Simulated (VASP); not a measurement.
Set up this calculation in VASP 6.6.1, as the native input.

| Quantity | Value |
| --- | --- |
| Task | single point |
| Functional | PBE |
| Potentials or basis | VASP PAW PBE potentials, release 64 (Ir) |
| Cutoff | 520 eV |
| k mesh | 17 × 17 × 17 |
| Occupations | fermi-dirac, width 0.05 eV |
| Spin | no spin polarisation |
| Dipole correction | no |
| Further INCAR settings | ALGO = Normal; EDIFF = 1e-07; NBANDS = 10 |

The structure of Ir lies in POSCAR:

```
Ir
1.0
    2.2433901392      0.0000000000      0.0000000000
    0.0000000000      2.2433901392      0.0000000000
    0.0000000000      0.0000000000      2.2433901392
Ir
1
Direct
    0.0000000000      0.0000000000      0.0000000000
```

This isn't the form of Ir at room conditions, which is fcc.

One way to write it, as run:

INCAR

```
SYSTEM = Ir
PREC     = Accurate       ! precision mode
ENCUT    = 520            ! plane-wave cutoff, eV
EDIFF    = 1E-7           ! SCF threshold, eV
ISMEAR   = -1             ! smearing method
SIGMA    = 0.05           ! smearing width, eV
LREAL    = .False.        ! projectors in reciprocal space
LASPH    = .True.         ! aspherical terms in the spheres
NELM     = 80             ! most SCF steps
ALGO     = Normal         ! electronic algorithm
ISIF     = 2              ! what is computed and relaxed
LWAVE    = .False.        ! write WAVECAR
LCHARG   = .False.        ! write CHGCAR
GGA      = PE             ! functional
NBANDS   = 10             ! bands
```

KPOINTS

```
regular mesh
0
Gamma
  17 17 17
  0 0 0
```

Potentials or basis: VASP PAW PBE potentials, release 64 (Ir).

Launch:

```console
$ cat potpaw_PBE.64/Ir/POTCAR > POTCAR
$ mpirun -np 1 vasp_std > vasp.out
```

It gave:

```json
{
 "Pressure": "267.8 GPa",
 "Band gap on the k mesh": "zero (an odd number of electrons rules out a gap without spin polarisation)"
}
```

Caveat: the cell stands under pressure; spin-orbit coupling is left out, which moves the levels of the heavy elements.

It took 5.9 s on 1 thread of Intel(R) Xeon(R) 6975P-C (Granite Rapids), with other jobs on the host, peak memory 0.13 GiB.
